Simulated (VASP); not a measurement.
**W: relaxation of cell and atoms with PBE**

Crystal: W.

```
W
1.0
     0.00000    2.67989    2.67989
     2.67989    0.00000    2.67989
     2.67989    2.67989    0.00000
W
2
Direct
  0.87500 0.87500 0.87500
  0.12500 0.12500 0.12500
```

| Item | Value |
| --- | --- |
| Program | VASP 6.6.1 |
| Task | relaxation of cell and atoms |
| Functional | PBE |
| Potentials or basis | VASP PAW PBE potentials, release 64 (W_sv) |
| Cutoff | 600 eV |
| k mesh | 13 × 13 × 13 |
| Occupations | fermi-dirac, width 0.08 eV |
| Spin | no spin polarisation |
| Target pressure | 49 GPa |
| Dipole correction | no |
| Further INCAR settings | ALGO = Normal; EDIFF = 1e-06; IBRION = 2; EDIFFG = -0.005; NSW = 32; ISIF = 3 |

```json
{"Relaxed volume": "19.42 Å³/atom", "Relaxed cell": "a = 3.801 Å, b = 3.801 Å, c = 3.801 Å, α = 60.00°, β = 60.00°, γ = 60.00°", "Space group after relaxing (to 0.05 Å)": "Fd-3m (No. 227)", "Energy change on relaxing (the enthalpy is what falls)": "-54.4 meV/atom", "Ionic steps": "3", "Pressure after relaxing": "49.0 GPa", "Band gap on the k mesh": "zero (band 14 reaches 8.42 eV, above the bottom of band 15 at 7.53 eV)"}
```

The path:
| step | energy change (eV) | largest force (eV/Å) | pressure (GPa) | volume (Å³) |
| --- | --- | --- | --- | --- |
| 1 | 0.0000 | 0.0000 | 51.63 | 38.49 |
| 2 | -0.5028 | 0.0000 | 38.79 | 40.28 |
| 3 | -0.1088 | 0.0000 | 48.98 | 38.84 |

Final structure:
```
W
1.0
     0.00000    2.68791    2.68791
     2.68791    0.00000    2.68791
     2.68791    2.68791    0.00000
W
2
Direct
  0.87500 0.87500 0.87500
  0.12500 0.12500 0.12500
```

Levels at points of the mesh, in eV from the Fermi level:
```tsv
k point	band 11	band 12	band 13	band 14	band 15	band 16	band 17	band 18
(0.00, 0.00, 0.00)	-2.96	-1.45	-1.45	-1.45	1.83	1.83	1.83	6.85
```

Wall time 60 s on 1 thread of Intel(R) Xeon(R) 6975P-C (Granite Rapids), on a shared host, peak memory 0.21 GiB.

Caveat: the cell is relaxed towards a set pressure, so the enthalpy falls and the energy may rise; spin-orbit coupling is left out, which moves the levels of the heavy elements.
